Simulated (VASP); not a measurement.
Set up this calculation in VASP 6.6.1, as the native input.

- Task: single point
- Functional: r2SCAN
- Potentials or basis: VASP PAW PBE potentials, release 64 (Cr_pv)
- Cutoff: 550 eV
- k mesh: 11 × 11 × 11
- Occupations: fermi-dirac, width 0.1 eV
- Spin: no spin polarisation
- Dipole correction: no
- Further INCAR settings: ALGO = Normal; EDIFF = 1e-06; NBANDS = 19

The system is Cr.

```
Cr
1.0
     0.00000    2.52271    2.52271
     2.52271    0.00000    2.52271
     2.52271    2.52271    0.00000
Cr
2
Direct
  0.12500 0.12500 0.12500
  0.87500 0.87500 0.87500
```

This isn't the form of Cr at room conditions, which is bcc.

The input as run:

POSCAR

```
Cr
1.0
    0.0000000000      2.5227133963      2.5227133963
    2.5227133963      0.0000000000      2.5227133963
    2.5227133963      2.5227133963      0.0000000000
Cr
2
Direct
    0.1250000000      0.1250000000      0.1250000000
    0.8750000000      0.8750000000      0.8750000000
```

INCAR.step1

```
PREC = Accurate
ENCUT = 550
ISMEAR = -1
SIGMA = 0.1
LREAL = False
LASPH = True
NELM = 120
NBANDS = 19
GGA = PE
ALGO = Normal
EDIFF = 1E-5
LWAVE = True
LCHARG = False
GGA_COMPAT = False
```

INCAR.step2

```
PREC = Accurate
ENCUT = 550
EDIFF = 1E-6
ISMEAR = -1
SIGMA = 0.1
LREAL = False
LASPH = True
NELM = 120
ALGO = Normal
ISIF = 2
LWAVE = False
LCHARG = True
METAGGA = R2SCAN
LMIXTAU = True
LELF = True
LVHAR = True
NBANDS = 19
ISTART = 1
GGA_COMPAT = False
```

KPOINTS

```
regular mesh
0
Gamma
  11 11 11
```

Potentials or basis: VASP PAW PBE potentials, release 64 (Cr_pv).

Command:

```bash
$ cat potpaw_PBE.64/Cr_pv/POTCAR > POTCAR
$ cp INCAR.step1 INCAR
$ mpirun -np 1 vasp_std > vasp.out
$ cp INCAR.step2 INCAR
$ mpirun -np 1 vasp_std > vasp.out
```

It gave:

The pressure is 1.2 GPa. The band gap on the k mesh is zero (bands 12 and 13 overlap by 0.76 eV).

Caveat: the PAW data sets were made with another functional, which shifts forces and pressure a little; the run has no spin polarisation, though such a crystal can be magnetic.

It took 2.2 min on 1 thread of Intel(R) Xeon(R) Platinum 8375C CPU @ 2.90GHz (Ice Lake) (shared host), peak memory 0.18 GiB.
